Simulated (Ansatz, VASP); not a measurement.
Two plane-wave programs on CuMoH6

The input INCAR:

```
ALGO = Normal
EDIFF = 1E-6
ENCUT = 820
GGA = PE
GGA_COMPAT = F
ISIF = 2
ISMEAR = 0
ISPIN = 2
LASPH = T
LCHARG = F
LMAXMIX = 4
LORBIT = 11
LREAL = F
LWAVE = F
MAGMOM = 0 0 0 0 0 0 0 1
NBANDS = 34
NELM = 200
PREC = Accurate
SIGMA = 0.1
```

File KPOINTS:

```
k-points
0
Gamma
  6 6 6
```

Contents of POSCAR:

```
CuMoH6
1.0
    0.0000000000      3.0975530676      3.0975530676
    3.0975530676      0.0000000000      3.0975530676
    3.0975530676      3.0975530676      0.0000000000
Cu H Mo
1 6 1
Direct
    0.2500000000      0.2500000000      0.2500000000
    0.7889729691      0.2110270309      0.2110270309
    0.2110270309      0.7889729691      0.7889729691
    0.7889729691      0.2110270309      0.7889729691
    0.2110270309      0.7889729691      0.2110270309
    0.7889729691      0.7889729691      0.2110270309
    0.2110270309      0.2110270309      0.7889729691
    0.5000000000      0.5000000000      0.5000000000
```

Input for Ansatz:

```yaml
crystal:
  lattice:
    - [0.0, 3.0975530676, 3.0975530676]
    - [3.0975530676, 0.0, 3.0975530676]
    - [3.0975530676, 3.0975530676, 0.0]
  atoms:
    - { symbol: Cu, position: [0.25, 0.25, 0.25] }
    - { symbol: H, position: [0.7889729691, 0.2110270309, 0.2110270309] }
    - { symbol: H, position: [0.2110270309, 0.7889729691, 0.7889729691] }
    - { symbol: H, position: [0.7889729691, 0.2110270309, 0.7889729691] }
    - { symbol: H, position: [0.2110270309, 0.7889729691, 0.2110270309] }
    - { symbol: H, position: [0.7889729691, 0.7889729691, 0.2110270309] }
    - { symbol: H, position: [0.2110270309, 0.2110270309, 0.7889729691] }
    - { symbol: Mo, position: [0.5, 0.5, 0.5], spin: 1.0 }
basis:
  ecutwfc: 420
kpoints:
  mp_grid: { grid: [6, 6, 6] }
hamiltonian:
  xc: pbe
scf:
  occupations: { method: gaussian, width: 0.1 }
  lower_state_search: "off"
output:
  forces: true
  stress: true
  eigenvalues: true
  populations: true
magnetization:
  spin_polarized: true
```

Alike in both runs: task single point; functional PBE; k mesh 6 × 6 × 6; occupations gaussian, width 0.1 eV; collinear spin.

```csv
,VASP,Ansatz
version,VASP 6.6.1,Ansatz 0.2.0
potentials or method,"VASP PAW PBE potentials, release 64 (Cu_sv_GW, H, Mo_sv), cutoff 820 eV","scalar-relativistic, plane waves, PAW"
valence electrons in the cell,39,39
```

|  | VASP | Ansatz | Ansatz less VASP |
| --- | --- | --- | --- |
| gap on the k mesh at the Fermi level (eV) | none | none | - |
| pressure (GPa) | 0.1 | 0.3 | +0.17 |
| net moment per atom (μB) | 0.09 | 0.10 | 0.000 |
| size of the moment on the site where the two differ most (μB) | 0.63 | 0.29 | -0.339 |

Site moments also hang on the region over which each program counts them. A gap of «none» marks a metal or a gap that the smearing closes. The functional is the same, so the differences come from potentials, cutoffs and numerics.
